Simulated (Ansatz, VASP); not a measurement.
**InAsS4 in VASP and in Ansatz**

INCAR

```
  ALGO = Normal
  EDIFF = 1E-6
  ENCUT = 520
  GGA = PE
  ISIF = 2
  ISMEAR = 0
  LASPH = T
  LCHARG = F
  LREAL = F
  LWAVE = F
  NBANDS = 30
  NELM = 80
  PREC = Accurate
  SIGMA = 0.1
```

Contents of KPOINTS:

```
k-points
0
Gamma
  4 4 4
```

POSCAR

```
InAsS4
1.0
    4.1040233200      0.0000000000      0.0000000000
    0.0000000000      4.1040233200      0.0000000000
    0.0000000000      0.0000000000      6.9119767400
In As S
1 1 4
Direct
    0.0000000000      0.0000000000      0.0000000000
    0.5000000000      0.5000000000      0.5000000000
    0.0000000000      0.0000000000      0.6038380300
    0.5000000000      0.5000000000      0.1051980000
    0.5000000000      0.5000000000      0.8948020000
    0.0000000000      0.0000000000      0.3961619700
```

Input for Ansatz:

```yaml
crystal:
  lattice:
    - [4.10402332, 0.0, 0.0]
    - [0.0, 4.10402332, 0.0]
    - [0.0, 0.0, 6.91197674]
  atoms:
    - { symbol: In, position: [0.0, 0.0, 0.0] }
    - { symbol: As, position: [0.5, 0.5, 0.5] }
    - { symbol: S, position: [0.0, 0.0, 0.60383803] }
    - { symbol: S, position: [0.5, 0.5, 0.105198] }
    - { symbol: S, position: [0.5, 0.5, 0.894802] }
    - { symbol: S, position: [0.0, 0.0, 0.39616197] }
basis:
  ecutwfc: 420
kpoints:
  mp_grid: { grid: [4, 4, 4] }
hamiltonian:
  xc: pbe
scf:
  occupations: { method: gaussian, width: 0.1 }
  lower_state_search: "off"
output:
  forces: true
  stress: true
  eigenvalues: true
```

Change from the starting cell: species swapped into the CeDyC4 type (P4/mmm, No. 123).

Alike in both runs: task single point; functional PBE; k mesh 4 × 4 × 4; occupations gaussian, width 0.1 eV; no spin polarisation.

|  | VASP | Ansatz |
| --- | --- | --- |
| version | VASP 6.6.1 | Ansatz 0.2.0 |
| potentials or method | VASP PAW PBE potentials, release 64 (In_d, As, S), cutoff 520 eV | scalar-relativistic, plane waves, PAW |
| valence electrons in the cell | 42 | 52 |

|  | VASP | Ansatz | Ansatz less VASP |
| --- | --- | --- | --- |
| gap on the k mesh at the Fermi level (eV) | none | none | - |
| rms of the force components (eV/Å) | 21.611 | 22.299 | +0.6873 |

Atom by atom the forces differ by 0.689 eV/Å (rms over components). A gap of «none» marks a metal or a gap that the smearing closes. The functional is the same, so the differences come from potentials, cutoffs and numerics. VASP's potentials hold 42 valence electrons a cell and Ansatz's 52, so a difference there can come from the potentials and not from the codes.

The k mesh is coarse, so the values compare programs but aren't converged.
